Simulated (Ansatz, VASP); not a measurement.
This is a calculation of Au for VASP 6.6.1.

Contents of POSCAR:

```
Au
1.0
    0.0000000000      2.0350000000      2.0350000000
    2.0350000000      0.0000000000      2.0350000000
    2.0350000000      2.0350000000      0.0000000000
Au
1
Direct
    0.0000000000      0.0000000000      0.0000000000
```

INCAR.step1

```
SYSTEM = Au
PREC = Accurate ; ENCUT = 550
ISMEAR = -1 ; SIGMA = 0.05
LREAL = .False. ; LASPH = .True.
NELM = 120 ; GGA = PE
ALGO = Normal ; EDIFF = 1E-5
LWAVE = .True. ; LCHARG = .False.
GGA_COMPAT = .False. ; IBRION = 2
ISIF = 3 ; EDIFFG = -0.005
NELMIN = 4 ; NSW = 100
```

File INCAR.step2:

```
SYSTEM = Au
PREC = Accurate ; ENCUT = 550
EDIFF = 1E-7 ; ISMEAR = -1
SIGMA = 0.05 ; LREAL = .False.
LASPH = .True. ; NELM = 120
ALGO = Normal ; ISIF = 3
LWAVE = .False. ; LCHARG = .False.
METAGGA = R2SCAN ; LMIXTAU = .True.
LUSE_VDW = .True. ; IVDW_NL = 2
BPARAM = 11.95 ; CPARAM = 0.0093
IBRION = 2 ; NSW = 60
EDIFFG = -0.01 ; ISTART = 1
GGA_COMPAT = .False. ; NELMIN = 4
```

The input KPOINTS:

```
Automatic mesh
0
Gamma
  11 11 11
  0 0 0
```

Potentials or basis: VASP PAW PBE potentials, release 64 (Au_sv_GW).

The run is started by

```bash
$ cat potpaw_PBE.64/Au_sv_GW/POTCAR > POTCAR
$ cp INCAR.step1 INCAR
$ mpirun -np 1 vasp_std > vasp.out
$ cp INCAR.step2 INCAR
$ mpirun -np 1 vasp_std > vasp.out
```

**Question.** Translate it to Ansatz 0.2.0. Potentials there: Ansatz PAW.

**Answer.** As run (the cutoff follows the program's own potentials):

Contents of input.yaml:

```yaml
crystal:
  lattice:
    - [0.0, 2.035, 2.035]
    - [2.035, 0.0, 2.035]
    - [2.035, 2.035, 0.0]
  atoms:
    - { symbol: Au, position: [0.0, 0.0, 0.0] }
hamiltonian:
  xc: r2scan
  pseudopotentials: { kind: paw }
  dispersion: rvv10
kpoints:
  mp_grid: { grid: [11, 11, 11] }
scf:
  occupations: { method: fermi_dirac, width: 0.05 }
output:
  forces: true
  stress: true
relax:
  f_tol: 0.01
  max_steps: 40
  cell: { stress_tol: 0.05 }
```

Potentials or basis: Ansatz PAW.

Run with:

```console
$ ansatz run input.yaml --threads 2 --pin off --max-ram 5120MiB --backend cpu --events-out ev --progress --plain --runs-dir out
```

Both were run:

|  | VASP | Ansatz | Ansatz less VASP |
| --- | --- | --- | --- |
| relaxed volume (Å³/atom) | 17.20 | 17.22 | +0.024 |
| relaxed cell length with the largest relative difference (Å) | 2.897 | 2.899 | +0.0013 |

VASP's potentials were made for PBE, not for r2SCAN.

Neither program's run includes spin-orbit coupling. Noted on Ansatz's run: the plane-wave basis is chosen anew once the cell has moved, so the energies of steps on either side of that aren't comparable.
